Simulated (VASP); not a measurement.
# Al in VASP: a series of runs

Runs on Al. Level: PBE+D3(BJ). Tasks: single point.

Program: VASP 6.6.1. These are calculated values, not measurements. Logs are shortened: lines on timing, memory, paths and dates and some standing lists are left out, and cuts for length are marked.

## (1) The cell of the first run

It takes space group Fm-3m (No. 225, cubic). The conventional cell has a = 4.109 Å, b = 4.109 Å, c = 4.109 Å, α = 90.00°, β = 90.00°, γ = 90.00°. Within 3.8 Å of Al (site symmetry m-3m) lie 12 Al at 2.91 Å.

## (2) Single point, PBE+D3(BJ) (strain +0.015 along x and y, +0.015 along z)

Input file INCAR:

```
SYSTEM = Al
PREC     = Accurate       ! precision mode
ENCUT    = 520            ! plane-wave cutoff, eV
EDIFF    = 1E-6           ! SCF threshold, eV
ISMEAR   = 0              ! smearing method
SIGMA    = 0.15           ! smearing width, eV
LREAL    = .FALSE.        ! projectors in reciprocal space
LASPH    = .TRUE.         ! aspherical terms in the spheres
NELM     = 100            ! most SCF steps
ALGO     = Normal         ! electronic algorithm
ISIF     = 2              ! what is computed and relaxed
LWAVE    = .FALSE.        ! write WAVECAR
LCHARG   = .TRUE.         ! write CHGCAR
GGA      = PE             ! functional
IVDW     = 12             ! dispersion correction
LELF     = .TRUE.         ! ELF
LVHAR    = .TRUE.       
NBANDS   = 8              ! bands
```

Input file KPOINTS:

```
Automatic mesh
0
G
  20 20 20
  0 0 0
```

Input file POSCAR:

```
Al
1.0
    0.0000000000      2.0543397000      2.0543397000
    2.0543397000      0.0000000000      2.0543397000
    2.0543397000      2.0543397000      0.0000000000
Al
1
Direct
    0.0000000000      0.0000000000      0.0000000000
```

Potentials or basis: VASP PAW PBE potentials, release 64 (Al).

Launch:

```
$ cat potpaw_PBE.64/Al/POTCAR > POTCAR
$ mpirun -np 1 vasp_std > vasp.out
```

OUTCAR:

```text
SYSTEM = Al
   PREC = Accurate
   ENCUT = 520
   EDIFF = 1E-6
   ISMEAR = 0
   LREAL = .FALSE.
   LASPH = .TRUE.
   NELM = 100
   ISIF = 2
   GGA = PE
   IVDW = 12
 IVDW          = 12

 ion  position               nearest neighbor table
   1  0.000  0.000  0.000-

  LATTYP: Found a face centered cubic cell.
 ALAT       =     4.1086794000

  Lattice vectors:

 A1 = (   0.0000000000,   2.0543397000,   2.0543397000)
 A2 = (   2.0543397000,   0.0000000000,   2.0543397000)
 A3 = (   2.0543397000,   2.0543397000,   0.0000000000)

Analysis of symmetry for initial positions (statically):
=====================================================================
 Subroutine PRICEL returns:
 Original cell was already a primitive cell.

 Routine SETGRP: Setting up the symmetry group for a
 face centered cubic supercell.

 Subroutine GETGRP returns: Found 48 space group operations
 (whereof 48 operations were pure point group operations)
 out of a pool of 48 trial point group operations.

The static configuration has the point symmetry O_h .

Analysis of symmetry for dynamics (positions and initial velocities):
=====================================================================
 Subroutine PRICEL returns:
 Original cell was already a primitive cell.

 Routine SETGRP: Setting up the symmetry group for a
 face centered cubic supercell.

 Subroutine GETGRP returns: Found 48 space group operations
 (whereof 48 operations were pure point group operations)
 out of a pool of 48 trial point group operations.

The dynamic configuration has the point symmetry O_h .

 Subroutine INISYM returns: Found 48 space group operations
 (whereof 48 operations are pure point group operations),
 and found     1 'primitive' translations

----------------------------------------------------------------------------------------

                                     Primitive cell

  volume of cell :      17.3399

  direct lattice vectors                    reciprocal lattice vectors
     0.000000000  2.054339700  2.054339700    -0.243387206  0.243387206  0.243387206
     2.054339700  0.000000000  2.054339700     0.243387206 -0.243387206  0.243387206
     2.054339700  2.054339700  0.000000000     0.243387206  0.243387206 -0.243387206

  length of vectors
     2.905275065  2.905275065  2.905275065     0.421559007  0.421559007  0.421559007

  position of ions in fractional coordinates (direct lattice)
     0.000000000  0.000000000  0.000000000

  ion indices of the primitive-cell ions
   primitive index   ion index
                 1           1

----------------------------------------------------------------------------------------

 KPOINTS: Automatic mesh

Automatic generation of k-mesh.
 Grid dimensions read from file:
 generate k-points for:   20   20   20

 Generating k-lattice:

  Cartesian coordinates                     Fractional coordinates (reciprocal lattice)
    -0.012169360  0.012169360  0.012169360     0.050000000  0.000000000  0.000000000
     0.012169360 -0.012169360  0.012169360     0.000000000  0.050000000  0.000000000
     0.012169360  0.012169360 -0.012169360     0.000000000  0.000000000  0.050000000

  Length of vectors
     0.021077950  0.021077950  0.021077950

  Shift w.r.t. Gamma in fractional coordinates (k-lattice)
     0.000000000  0.000000000  0.000000000

 Subroutine IBZKPT returns following result:
 ===========================================

 Found    256 irreducible k-points:

 Following reciprocal coordinates:
            Coordinates               Weight
  0.000000  0.000000  0.000000      1.000000
  0.050000  0.000000  0.000000      8.000000
  0.100000  0.000000  0.000000      8.000000
  0.150000  0.000000  0.000000      8.000000
  0.200000  0.000000  0.000000      8.000000
  0.250000  0.000000  0.000000      8.000000
[... 16 lines left out ...]
 -0.400000  0.050000  0.000000     24.000000
 -0.350000  0.050000  0.000000     24.000000
 [... further k-points ...]
   k-points           NKPTS =    256   k-points in BZ     NKDIM =    256   number of bands    NBANDS=      8
   number of dos      NEDOS =    301   number of ions     NIONS =      1
   total plane-waves  NPLWV =  13824
   dimension x,y,z NGX =    24 NGY =   24 NGZ =   24
   dimension x,y,z NGXF=    48 NGYF=   48 NGZF=   48
   ions per type =               1
   NGX,Y,Z   is equivalent  to a cutoff of  13.73, 13.73, 13.73 a.u.
   NGXF,Y,Z  is equivalent  to a cutoff of  27.47, 27.47, 27.47 a.u.
 SYSTEM =  Al
   PREC   = accura    normal or accurate (medium, high low for compatibility)
   ISTART =      0    job   : 0-new  1-cont  2-samecut
   ICHARG =      2    charge: 1-file 2-atom 10-const
   ISPIN  =      1    spin polarized calculation?
   LNONCOLLINEAR =      F non collinear calculations
   LSORBIT =      F    spin-orbit coupling
   LASPH  =      T    aspherical Exc in radial PAW
   ENCUT  =  520.0 eV  38.22 Ry    6.18 a.u.   5.40  5.40  5.40*2*pi/ulx,y,z
   NELM   =    100;   NELMIN=  2; NELMDL= -5     # of ELM steps
   EDIFF  = 0.1E-05   stopping-criterion for ELM
   LREAL  =      F    real-space projection
   EDIFFG = 0.1E-04   stopping-criterion for IOM
   NSW    =      0    number of steps for IOM
   IBRION =     -1    ionic relax: 0-MD 1-quasi-New 2-CG
   NFREE  =      0    steps in history (QN), initial steepest desc. (CG)
   ISIF   =      2    stress and relaxation
   ISYM   =      2    0-nonsym 1-usesym 2-fastsym
   POTIM  = 0.5000    time-step for ionic-motion
   TEBEG  =    0.0;   TEEND  =   0.0 temperature during run
   PSTRESS=    0.0 pullay stress
   NELECT =       3.0000    total number of electrons
   NUPDOWN=      -1.0000    fix difference up-down
   EMIN   =  10.00;   EMAX   =-10.00  energy-range for DOS
   EFERMI =   0.00;   METHOD = LEGACY
   ISMEAR =     0;   SIGMA  =   0.15  broadening in eV -4-tet -1-fermi 0-gaus
   EFERMI_NEDOS =   21; number of points for ismear=-14 and -15
   IALGO  =     38    algorithm
   IMIX   =      4    mixing-type and parameters
     AMIX     =   0.40;   BMIX     =  1.00
     AMIX_MAG =   1.60;   BMIX_MAG =  1.00
  volume/ion in A,a.u.               =      17.34       117.02
  Fermi-wavevector in a.u.,A,eV,Ry     =   0.912220  1.723846 11.322028  0.832146
  Thomas-Fermi vector in A             =   2.036591
   LORBIT       =      0    0 simple, 1 ext, 2 COOP (PROOUT), +10 PAW based schemes
   GGA     = PE    functional components
   LHFCALC =     F    Hartree Fock is set to
   AEXX    =    0.0000 exact exchange contribution
   IVDW    =    12    specifies the selected vdW correction
   LEPSILON=     F    determine dielectric tensor
   LRPA    =     F    only Hartree local field effects (RPA)
 non-spin polarized calculation
 Gauss-broadening in eV      SIGMA  =   0.15
  energy-cutoff  :      520.00
  volume of cell :       17.34
 maximum number of plane-waves:       486
 NGX is ok and might be reduce to    24
   NGX = 11   NGY = 11   NGZ = 11

 number of electron       3.0000000 magnetization

 Free energy of the ion-electron system (eV)
  ---------------------------------------------------
  ext. energy  EPLUGINS =         0.00000000
  ---------------------------------------------------
  free energy    TOTEN  =        -3.73806773 eV

  energy without entropy =       -3.73298461  energy(sigma->0) =       -3.73552617

 E-fermi :   7.5270     XC(G=0): -10.0185

 val. band max:        7.5252572452   @ k =  -0.4500   0.3500   0.0000
 cond. band min:       7.5343446617   @ k =  -0.4000   0.4000   0.0000
 fundamental gap:      0.0090874164
 Fermi energy:         7.5270251776

 k-point     1 :       0.0000    0.0000    0.0000
  band No.  band energies     occupation
      1      -3.3043      2.00000
      2      19.8390      0.00000
      3      19.8390      0.00000
      4      19.8390      0.00000
      5      20.9635      0.00000
      6      20.9635      0.00000
      7      20.9635      0.00000
      8      23.6020      0.00000

 k-point     2 :       0.0500    0.0000    0.0000
  band No.  band energies     occupation
      1      -3.2385      2.00000
      2      18.4956      0.00000
      3      19.5274      0.00000
      4      19.5274      0.00000
      5      21.3754      0.00000
      6      21.3754      0.00000
      7      21.5773      0.00000
      8      24.2844      0.00000

 k-point     3 :       0.1000    0.0000    0.0000
  band No.  band energies     occupation
      1      -3.0414      2.00000
      2      16.5570      0.00000
      3      19.0382      0.00000
      4      19.0382      0.00000
      5      21.7418      0.00000
      6      22.1458      0.00000
      7      22.1458      0.00000
      8      25.1454      0.00000

 k-point     4 :       0.1500    0.0000    0.0000
  band No.  band energies     occupation
      1      -2.7134      2.00000
      2      14.5893      0.00000
      3      18.6064      0.00000
      4      18.6064      0.00000
      5      21.6416      0.00000
      6      22.8590      0.00000
      7      22.8590      0.00000
      8      24.3796      0.00000

 k-point     5 :       0.2000    0.0000    0.0000
  band No.  band energies     occupation
      1      -2.2555      2.00000
      2      12.6709      0.00000
      3      18.2702      0.00000
      4      18.2702      0.00000
      5      21.4956      0.00000
      6      22.6116      0.00000
      7      22.6116      0.00000
      8      24.7136      0.00000

 k-point     6 :       0.2500    0.0000    0.0000
  band No.  band energies     occupation
      1      -1.6689      2.00000
      2      10.8302      0.00000
      3      18.0391      0.00000
      4      18.0391      0.00000
      5      21.3832      0.00000
      6      21.7828      0.00000
      7      21.7828      0.00000
      8      25.6838      0.00000

 k-point     7 :       0.3000    0.0000    0.0000
  band No.  band energies     occupation
      1      -0.9549      2.00000
      2       9.0812      0.00000
      3      17.9165      0.00000
      4      17.9165      0.00000
      5      20.9517      0.00000
      6      20.9517      0.00000
      7      21.3432      0.00000
      8      24.8277      0.00000
[... 133 lines left out ...]
 k-point    20 :       0.4500    0.0500    0.0000
  band No.  band energies     occupation
      1       1.6137      2.00000
      2       4.9766      2.00000
      3      17.1745      0.00000
      4      17.7267      0.00000
      5      18.5084      0.00000
      6      20.2305      0.00000
      7      22.4427      0.00000
      8      23.4369      0.00000

 k-point    21 :       0.5000    0.0500    0.0000
  band No.  band energies     occupation
      1       2.7757      2.00000
      2       3.6210      2.00000
      3      17.2547      0.00000
      4      17.4573      0.00000
      5      18.7972      0.00000
      6      19.7654      0.00000
      7      22.6515      0.00000
      8      23.0404      0.00000

 k-point    22 :      -0.4500    0.0500    0.0000
  band No.  band energies     occupation
      1       2.3758      2.00000
      2       4.0596      2.00000
      3      16.8901      0.00000
      4      17.8476      0.00000
      5      19.2045      0.00000
      6      19.4148      0.00000
      7      22.4110      0.00000
      8      23.3099      0.00000

 k-point    23 :      -0.4000    0.0500    0.0000
  band No.  band energies     occupation
      1       1.2524      2.00000
      2       5.4538      2.00000
      3      16.6378      0.00000
      4      18.3317      0.00000
      5      19.1927      0.00000
      6      19.7239      0.00000
      7      22.1253      0.00000
      8      23.8400      0.00000

 k-point    24 :      -0.3500    0.0500    0.0000
  band No.  band energies     occupation
      1       0.2492      2.00000
      2       6.9594      2.00000
      3      16.4992      0.00000
      4      18.7866      0.00000
      5      19.2206      0.00000
      6      20.3511      0.00000
      7      21.9366      0.00000
      8      24.4773      0.00000

 [... further k-points ...]

------------------------ aborting loop because EDIFF is reached ----------------------------------------

 Edisp (eV)   -0.31943

 E8    (eV) :    -0.1427

  FORCE on cell =-STRESS in cart. coord.  units (eV):
  Direction    XX          YY          ZZ          XY          YZ          ZX
  --------------------------------------------------------------------------------------
  -------------------------------------------------------------------------------------
  Total      -0.70373    -0.70373    -0.70373    -0.00000    -0.00000     0.00000
  in kB     -65.02366   -65.02366   -65.02366    -0.00000    -0.00000     0.00000
  external pressure =      -65.02 kB  Pullay stress =        0.00 kB

 VOLUME and BASIS-vectors are now :
 -----------------------------------------------------------------------------
  energy-cutoff  :      520.00
  volume of cell :       17.34
      direct lattice vectors                 reciprocal lattice vectors
     0.000000000  2.054339700  2.054339700    -0.243387206  0.243387206  0.243387206
     2.054339700  0.000000000  2.054339700     0.243387206 -0.243387206  0.243387206
     2.054339700  2.054339700  0.000000000     0.243387206  0.243387206 -0.243387206

 POSITION                                       TOTAL-FORCE (eV/Angst)
 -----------------------------------------------------------------------------------
      0.00000      0.00000      0.00000        -0.000000      0.000000     -0.000000
 -----------------------------------------------------------------------------------
    total drift:                               -0.000000      0.000000      0.000000

  FREE ENERGIE OF THE ION-ELECTRON SYSTEM (eV)
  ---------------------------------------------------
  free  energy   TOTEN  =        -4.0575007300 eV

  energy  without entropy=       -4.0524176112  energy(sigma->0) =       -4.05495917
```

It took 12 s on 1 thread of Intel Xeon 6975P-C, shared host; peak memory 0.16 GiB.

Results:

```
Free energy                : -4.0575 eV
Pressure                   : -6.5 GPa
Dispersion energy per atom : -0.319 eV
```

Caveat: the cell differs from its parent crystal (strain +0.015 along x and y, +0.015 along z); pairwise dispersion overbinds metals, which lowers pressure and volume.

## (3) Single point, PBE+D3(BJ) (strain +0.030 along x and y, +0.030 along z)

Input file INCAR:

```
PREC = Accurate
ENCUT = 520
EDIFF = 1E-6
ISMEAR = 0
SIGMA = 0.15
LREAL = F
LASPH = T
NELM = 80
ALGO = Normal
ISIF = 2
LWAVE = F
LCHARG = T
GGA = PE
IVDW = 12
LELF = T
LVHAR = T
NBANDS = 8
```

Input file KPOINTS:

```
Automatic mesh
0
Gamma
  20 20 20
```

Input file POSCAR:

```
Al
1.0
    0.0000000000      2.0846994000      2.0846994000
    2.0846994000      0.0000000000      2.0846994000
    2.0846994000      2.0846994000      0.0000000000
Al
1
Direct
    0.0000000000      0.0000000000      0.0000000000
```

Potentials or basis: VASP PAW PBE potentials, release 64 (Al).

Launch:

```
$ cat potpaw_PBE.64/Al/POTCAR > POTCAR
$ mpirun -np 1 vasp_std > vasp.out
```

OUTCAR:

```text
PREC = Accurate
   ENCUT = 520
   EDIFF = 1E-6
   ISMEAR = 0
   LREAL = F
   LASPH = T
   NELM = 80
   ISIF = 2
   GGA = PE
   IVDW = 12
 IVDW          = 12

 ion  position               nearest neighbor table
   1  0.000  0.000  0.000-

  LATTYP: Found a face centered cubic cell.
 ALAT       =     4.1693988000

  Lattice vectors:

 A1 = (   0.0000000000,   2.0846994000,   2.0846994000)
 A2 = (   2.0846994000,   0.0000000000,   2.0846994000)
 A3 = (   2.0846994000,   2.0846994000,   0.0000000000)

Analysis of symmetry for initial positions (statically):
=====================================================================
 Subroutine PRICEL returns:
 Original cell was already a primitive cell.

 Routine SETGRP: Setting up the symmetry group for a
 face centered cubic supercell.

 Subroutine GETGRP returns: Found 48 space group operations
 (whereof 48 operations were pure point group operations)
 out of a pool of 48 trial point group operations.

The static configuration has the point symmetry O_h .

Analysis of symmetry for dynamics (positions and initial velocities):
=====================================================================
[... 162 lines left out ...]
 Fermi energy:         7.0824480821

 k-point     1 :       0.0000    0.0000    0.0000
  band No.  band energies     occupation
      1      -3.4464      2.00000
      2      19.1696      0.00000
      3      19.1696      0.00000
      4      19.1696      0.00000
      5      19.9825      0.00000
      6      19.9825      0.00000
      7      19.9825      0.00000
      8      22.8606      0.00000
[... 243 lines left out ...]
 k-point    24 :      -0.3500    0.0500    0.0000
  band No.  band energies     occupation
      1       0.0066      2.00000
      2       6.5368      2.00000
      3      15.7886      0.00000
      4      17.9059      0.00000
      5      18.5750      0.00000
      6      19.5684      0.00000
      7      21.0721      0.00000
      8      23.6035      0.00000

 [... further k-points ...]

------------------------ aborting loop because EDIFF is reached ----------------------------------------

 Edisp (eV)   -0.30521

 E8    (eV) :    -0.1363

  FORCE on cell =-STRESS in cart. coord.  units (eV):
  Direction    XX          YY          ZZ          XY          YZ          ZX
  --------------------------------------------------------------------------------------
  -------------------------------------------------------------------------------------
  Total      -0.97139    -0.97139    -0.97139    -0.00000    -0.00000     0.00000
  in kB     -85.89028   -85.89028   -85.89028    -0.00000    -0.00000     0.00000
  external pressure =      -85.89 kB  Pullay stress =        0.00 kB

 VOLUME and BASIS-vectors are now :
 -----------------------------------------------------------------------------
  energy-cutoff  :      520.00
  volume of cell :       18.12
      direct lattice vectors                 reciprocal lattice vectors
     0.000000000  2.084699400  2.084699400    -0.239842732  0.239842732  0.239842732
     2.084699400  0.000000000  2.084699400     0.239842732 -0.239842732  0.239842732
     2.084699400  2.084699400  0.000000000     0.239842732  0.239842732 -0.239842732

 POSITION                                       TOTAL-FORCE (eV/Angst)
 -----------------------------------------------------------------------------------
      0.00000      0.00000      0.00000         0.000000      0.000000      0.000000
 -----------------------------------------------------------------------------------
    total drift:                                0.000000     -0.000000     -0.000000

  FREE ENERGIE OF THE ION-ELECTRON SYSTEM (eV)
  ---------------------------------------------------
  free  energy   TOTEN  =        -4.0205368819 eV

  energy  without entropy=       -4.0155287277  energy(sigma->0) =       -4.01803280
```

Run time: 13 s. Hardware: 1 thread of Intel Xeon 6975P-C, shared host; peak memory 0.16 GiB.

What came out:

- Free energy: -4.0205 eV
- Pressure: -8.6 GPa
- Dispersion energy per atom: -0.305 eV

Levels at points of the mesh, in eV from the Fermi level:
| k point | band 1 | band 2 | band 3 | band 4 | band 5 | band 6 |
| --- | --- | --- | --- | --- | --- | --- |
| (0.00, 0.00, 0.00) | -10.53 | 12.09 | 12.09 | 12.09 | 12.90 | 12.90 |
| (0.50, 0.00, 0.00) | -4.28 | -4.25 | 10.43 | 10.43 | 11.01 | 11.01 |
| (0.50, 0.50, 0.00) | -2.72 | -1.63 | 5.15 | 5.15 | 5.21 | 8.22 |

Caveat: the cell differs from its parent crystal (strain +0.030 along x and y, +0.030 along z); pairwise dispersion overbinds metals, which lowers pressure and volume.

[end of part 1 of 2]
